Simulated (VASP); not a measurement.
# Zr (P6_3/mmc) in VASP: notebook

The runs below take Zr through single point, with PBE, PBEsol, revPBE.

All numbers are computed with VASP 6.6.1; they aren't measurements. Logs are shortened: lines on timing, memory, paths and dates and some standing lists are left out, and cuts for length are marked.

## (1) The cell of the first run

The structure is hexagonal, space group P6_3/mmc (No. 194). The conventional cell has a = 3.239 Å, b = 3.239 Å, c = 5.172 Å, α = 90.00°, β = 90.00°, γ = 120.00°. Within 4.2 Å of Zr (site symmetry -6m2) lie 12 Zr at 3.19 to 3.24 Å.

## (2) Single point, PBE

INCAR

```
PREC     = Accurate       # precision mode
ENCUT    = 500            # plane-wave cutoff, eV
EDIFF    = 1E-6           # SCF threshold, eV
ISMEAR   = 0              # smearing method
SIGMA    = 0.1            # smearing width, eV
LREAL    = F              # projectors in reciprocal space
LASPH    = T              # aspherical terms in the spheres
NELM     = 120            # most SCF steps
ALGO     = Normal         # electronic algorithm
ISIF     = 2              # what is computed and relaxed
LWAVE    = F              # write WAVECAR
LCHARG   = F              # write CHGCAR
GGA      = PE             # functional
NBANDS   = 19             # bands
GGA_COMPAT= F
```

KPOINTS

```
regular mesh
0
Gamma
  3 3 2
```

POSCAR

```
Zr
1.0
    3.2392314131      0.0000000000      0.0000000000
   -1.6196157065      2.8052566925      0.0000000000
    0.0000000000      0.0000000000      5.1722200000
Zr
2
Direct
    0.3333333333      0.6666666667      0.2500000000
    0.6666666667      0.3333333333      0.7500000000
```

Potentials or basis: VASP PAW PBE potentials, release 64 (Zr_sv).

Command:

```sh
$ cat potpaw_PBE.64/Zr_sv/POTCAR > POTCAR
$ mpirun -np 1 vasp_std > vasp.out
```

OUTCAR:

```text
PREC = Accurate
   ENCUT = 500
   EDIFF = 1E-6
   ISMEAR = 0
   LREAL = F
   LASPH = T
   NELM = 120
   ISIF = 2
   GGA = PE

 ion  position               nearest neighbor table
   1  0.333  0.667  0.250-   2 3.19   2 3.19   2 3.19   2 3.19   2 3.19   2 3.19
   2  0.667  0.333  0.750-   1 3.19   1 3.19   1 3.19   1 3.19   1 3.19   1 3.19

  LATTYP: Found a hexagonal cell.
 ALAT       =     3.2392314131
 C/A-ratio  =     1.5967429740

  Lattice vectors:

 A1 = (   3.2392314131,   0.0000000000,   0.0000000000)
 A2 = (  -1.6196157065,   2.8052566925,   0.0000000000)
 A3 = (   0.0000000000,   0.0000000000,   5.1722200000)

Analysis of symmetry for initial positions (statically):
=====================================================================
 Subroutine PRICEL returns:
 Original cell was already a primitive cell.

 Routine SETGRP: Setting up the symmetry group for a
 hexagonal supercell.

 Subroutine GETGRP returns: Found 24 space group operations
 (whereof 12 operations were pure point group operations)
 out of a pool of 24 trial point group operations.

The static configuration has the point symmetry D_3d.
 The point group associated with its full space group is D_6h.

Analysis of symmetry for dynamics (positions and initial velocities):
=====================================================================
 Subroutine PRICEL returns:
 Original cell was already a primitive cell.

 Routine SETGRP: Setting up the symmetry group for a
 hexagonal supercell.

 Subroutine GETGRP returns: Found 24 space group operations
 (whereof 12 operations were pure point group operations)
 out of a pool of 24 trial point group operations.

The dynamic configuration has the point symmetry D_3d.
 The point group associated with its full space group is D_6h.

 Subroutine INISYM returns: Found 24 space group operations
 (whereof 12 operations are pure point group operations),
 and found     1 'primitive' translations

----------------------------------------------------------------------------------------

                                     Primitive cell

  volume of cell :      46.9993

  direct lattice vectors                    reciprocal lattice vectors
     3.239231413  0.000000000  0.000000000     0.308715208  0.178236809  0.000000000
    -1.619615707  2.805256692  0.000000000     0.000000000  0.356473617  0.000000000
     0.000000000  0.000000000  5.172220000     0.000000000  0.000000000  0.193340577
[... 62 lines left out ...]
   LASPH  =      T    aspherical Exc in radial PAW
   ENCUT  =  500.0 eV  36.75 Ry    6.06 a.u.   5.91  5.91  9.43*2*pi/ulx,y,z
   NELM   =    120;   NELMIN=  2; NELMDL= -5     # of ELM steps
   EDIFF  = 0.1E-05   stopping-criterion for ELM
   LREAL  =      F    real-space projection
   EDIFFG = 0.1E-04   stopping-criterion for IOM
   NSW    =      0    number of steps for IOM
   IBRION =     -1    ionic relax: 0-MD 1-quasi-New 2-CG
   NFREE  =      0    steps in history (QN), initial steepest desc. (CG)
   ISIF   =      2    stress and relaxation
   ISYM   =      2    0-nonsym 1-usesym 2-fastsym
   POTIM  = 0.5000    time-step for ionic-motion
   TEBEG  =    0.0;   TEEND  =   0.0 temperature during run
   PSTRESS=    0.0 pullay stress
   NELECT =      24.0000    total number of electrons
   NUPDOWN=      -1.0000    fix difference up-down
   EMIN   =  10.00;   EMAX   =-10.00  energy-range for DOS
   EFERMI =   0.00;   METHOD = LEGACY
   ISMEAR =     0;   SIGMA  =   0.10  broadening in eV -4-tet -1-fermi 0-gaus
   EFERMI_NEDOS =   21; number of points for ismear=-14 and -15
   IALGO  =     38    algorithm
   IMIX   =      4    mixing-type and parameters
     AMIX     =   0.40;   BMIX     =  1.00
     AMIX_MAG =   1.60;   BMIX_MAG =  1.00
  volume/ion in A,a.u.               =      23.50       158.58
  Fermi-wavevector in a.u.,A,eV,Ry     =   1.308523  2.472750 23.296340  1.712233
  Thomas-Fermi vector in A             =   2.439184
   LORBIT       =      0    0 simple, 1 ext, 2 COOP (PROOUT), +10 PAW based schemes
   GGA     = PE    functional components
   LHFCALC =     F    Hartree Fock is set to
   AEXX    =    0.0000 exact exchange contribution
   IVDW    =     0    specifies the selected vdW correction
   LEPSILON=     F    determine dielectric tensor
   LRPA    =     F    only Hartree local field effects (RPA)
 non-spin polarized calculation
 Gauss-broadening in eV      SIGMA  =   0.10
  energy-cutoff  :      500.00
  volume of cell :       47.00
 maximum number of plane-waves:      1202
 NGX is ok and might be reduce to    24
   NGX = 11   NGY = 11   NGZ = 19

 number of electron      24.0000001 magnetization

 Free energy of the ion-electron system (eV)
  ---------------------------------------------------
  ext. energy  EPLUGINS =         0.00000000
  ---------------------------------------------------
  free energy    TOTEN  =       -17.14083306 eV

  energy without entropy =      -17.12555957  energy(sigma->0) =      -17.13319632

 E-fermi :   8.9183     XC(G=0): -11.0389

 val. band max:        8.8615482057   @ k =   0.3333   0.3333   0.5000
 cond. band min:       8.9322062097   @ k =   0.0000   0.0000   0.5000
 fundamental gap:      0.0706580040
 Fermi energy:         8.9182658233

 k-point     1 :       0.0000    0.0000    0.0000
  band No.  band energies     occupation
      1     -39.9643      2.00000
      2     -39.8173      2.00000
      3     -18.4661      2.00000
      4     -17.6243      2.00000
      5     -17.6243      2.00000
      6     -17.4953      2.00000
[... 109 lines left out ...]
      6     -18.0197      2.00000
[... 11 lines left out ...]
     18      13.2474      0.00000
     19      16.8450      0.00000

------------------------ aborting loop because EDIFF is reached ----------------------------------------

  FORCE on cell =-STRESS in cart. coord.  units (eV):
  Direction    XX          YY          ZZ          XY          YZ          ZX
  --------------------------------------------------------------------------------------
  -------------------------------------------------------------------------------------
  Total       -0.5960024     -0.5960024      0.0714011     -0.0000000     -0.0000000      0.0000000
  in kB      -20.3173496    -20.3173496      2.4340189     -0.0000000     -0.0000000      0.0000000
  external PRESSURE =     -12.7335601 kB  Pullay stress =       0.0000000 kB

 VOLUME and BASIS-vectors are now :
 -----------------------------------------------------------------------------
  energy-cutoff  :      500.00
  volume of cell :       47.00
      direct lattice vectors                 reciprocal lattice vectors
     3.239231413  0.000000000  0.000000000     0.308715208  0.178236809  0.000000000
    -1.619615707  2.805256692  0.000000000     0.000000000  0.356473617  0.000000000
     0.000000000  0.000000000  5.172220000     0.000000000  0.000000000  0.193340577

 POSITION                                       TOTAL-FORCE (eV/Angst)
 -----------------------------------------------------------------------------------
     -0.00000      1.87017      1.29306        -0.000000      0.000000      0.000000
      1.61962      0.93509      3.87917         0.000000     -0.000000      0.000000
 -----------------------------------------------------------------------------------
    total drift:                                0.000000     -0.000000      0.000000

  FREE ENERGIE OF THE ION-ELECTRON SYSTEM (eV)
  ---------------------------------------------------
  free  energy   TOTEN  =       -17.1408330568 eV

  energy  without entropy=      -17.1255595744  energy(sigma->0) =      -17.13319632
```

OSZICAR:

```text
N       E                     dE             d eps       ncg     rms          rms(c)
DAV:   1     0.205670366478E+03    0.20567E+03   -0.12756E+04   228   0.121E+03
DAV:   2    -0.164733983737E+01   -0.20732E+03   -0.20336E+03   268   0.355E+02
DAV:   3    -0.175902256981E+02   -0.15943E+02   -0.15842E+02   431   0.687E+01
DAV:   4    -0.178704366278E+02   -0.28021E+00   -0.28001E+00   265   0.106E+01
DAV:   5    -0.178759314347E+02   -0.54948E-02   -0.54944E-02   330   0.106E+00    0.143E+01
DAV:   6    -0.172597008458E+02    0.61623E+00   -0.95344E-01   240   0.735E+00    0.560E+00
DAV:   7    -0.171357583520E+02    0.12394E+00   -0.60940E-01   299   0.513E+00    0.111E+00
DAV:   8    -0.171406038240E+02   -0.48455E-02   -0.31943E-02   280   0.139E+00    0.238E-01
DAV:   9    -0.171408668066E+02   -0.26298E-03   -0.16599E-03   284   0.357E-01    0.278E-02
DAV:  10    -0.171408329877E+02    0.33819E-04   -0.50608E-05   313   0.456E-02    0.194E-02
DAV:  11    -0.171408330568E+02   -0.69043E-07   -0.83984E-06   256   0.307E-02
   1 F= -.17140833E+02 E0= -.17133196E+02  d E =-.152735E-01
```

It took 2.9 s on 1 thread of Intel Xeon 6975P-C (Granite Rapids), shared host; peak memory 0.14 GiB.

What came out:

| Property | Result |
| --- | --- |
| Free energy | -17.1408 eV |
| Pressure | -1.3 GPa |
| Band gap on the k mesh | zero (band 12 reaches 9.76 eV, above the bottom of band 13 at 8.86 eV) |

Stress tensor (GPa, compression positive):
```
-2.03  0.00  0.00
 0.00 -2.03  0.00
 0.00  0.00  0.24
```

Levels at points of the mesh, in eV from the Fermi level:
```csv
k point,band 8,band 9,band 10,band 11,band 12,band 13,band 14,band 15,band 16,band 17
"(0.00, 0.00, 0.00)",-26.41,-5.66,-3.03,0.84,0.84,0.96,1.09,1.52,1.52,2.12
"(0.00, 0.00, 0.50)",-26.48,-3.97,-3.97,0.01,0.01,0.75,0.75,0.75,0.75,3.88
```

Caveat: the k points lie up to 0.75 Å⁻¹ apart.

## (3) Single point, PBEsol

Edit INCAR of step 2 so:

```diff
@@ -11,4 +11,6 @@
 LWAVE    = F              # write WAVECAR
-LCHARG   = F              # write CHGCAR
-GGA      = PE             # functional
+LCHARG   = T              # write CHGCAR
+GGA      = PS             # functional
+LELF     = T              # ELF
+LVHAR    = T            
 NBANDS   = 19             # bands
```

KPOINTS

```
Automatic mesh
0
Gamma
  3 3 2
```

POSCAR is that of step 2.

Potentials or basis: VASP PAW PBE potentials, release 64 (Zr_sv).

Command:

```sh
$ cat potpaw_PBE.64/Zr_sv/POTCAR > POTCAR
$ mpirun -np 1 vasp_std > vasp.out
```

It took 3.4 s on 1 thread of Intel Xeon 6975P-C (Granite Rapids), shared host; peak memory 0.15 GiB.

Results (log left out):

```
Free energy            : -18.2336 eV
Pressure               : -4.9 GPa
Band gap on the k mesh : zero (band 12 reaches 9.62 eV, above the bottom of band 13 at 8.74 eV)
```

Stress tensor (GPa, compression positive):
```
-5.76  0.00  0.00
 0.00 -5.76  0.00
 0.00  0.00 -3.28
```

Levels at points of the mesh, in eV from the Fermi level:
```tsv
k point	band 8	band 9	band 10	band 11	band 12	band 13	band 14	band 15	band 16	band 17
(0.00, 0.00, 0.00)	-26.33	-5.69	-3.05	0.83	0.83	0.95	1.10	1.51	1.51	2.10
(0.00, 0.00, 0.50)	-26.40	-3.99	-3.99	0.01	0.01	0.74	0.74	0.74	0.74	3.88
```

Caveat: the k points lie up to 0.75 Å⁻¹ apart; the PAW data sets were made with another functional, which shifts forces and pressure a little.

(Part 1 of 2 ends here.)
